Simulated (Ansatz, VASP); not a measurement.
**Te3WCl2 in VASP and in Ansatz**

```xyz
6
Lattice="3.0907 1.7844 4.6685 -3.0907 1.7844 4.6685 0.0000 -3.5688 4.6685" Properties=species:S:1:pos:R:3 pbc="T T T"
Te   -1.5453   -0.8922    4.6685
Te    0.0000    1.7844    4.6685
Te    1.5453   -0.8922    4.6685
W     0.0000    0.0000    7.0028
Cl    0.0000    0.0000    1.6752
Cl    0.0000    0.0000   12.3304
```

Change from the starting cell: species swapped into the Y2NiRu3 type (R-3m, No. 166).

Alike in both runs: functional PBE; k mesh 3 × 3 × 3; occupations gaussian, width 0.1 eV; collinear spin.

Ansatz relaxed the structure, and its values are those at the end. VASP's run is a single point on that final structure, the one shown.

|  | VASP | Ansatz |
| --- | --- | --- |
| version | VASP 6.6.1 | Ansatz 0.2.0 |
| potentials or method | VASP PAW PBE potentials, release 64 (Te, W_sv, Cl), cutoff 520 eV | scalar-relativistic, plane waves, PAW |
| valence electrons in the cell | 46 | 76 |

Ansatz gave:

```
gap on the k mesh at the Fermi level (eV)                     : none
pressure (GPa)                                                : 0.0
rms of the force components (eV/Å)                            : 0.005
net moment per atom (μB)                                      : 0.59
size of the moment on the site where the two differ most (μB) : 2.50
```

Problem. What did VASP give for the same quantities?

Solution. gap on the k mesh at the Fermi level (eV): none; pressure (GPa): -0.1; rms of the force components (eV/Å): 0.005; net moment per atom (μB): 0.59; size of the moment on the site where the two differ most (μB): 2.54.

Site moments also hang on the region over which each program counts them. A gap of «none» marks a metal or a gap that the smearing closes. VASP's potentials hold 46 valence electrons a cell and Ansatz's 76, so a difference there can come from the potentials and not from the codes. Ansatz's warnings: no starting moments.

The k mesh is coarse, so the values compare programs but aren't converged. Neither program's run includes spin-orbit coupling.
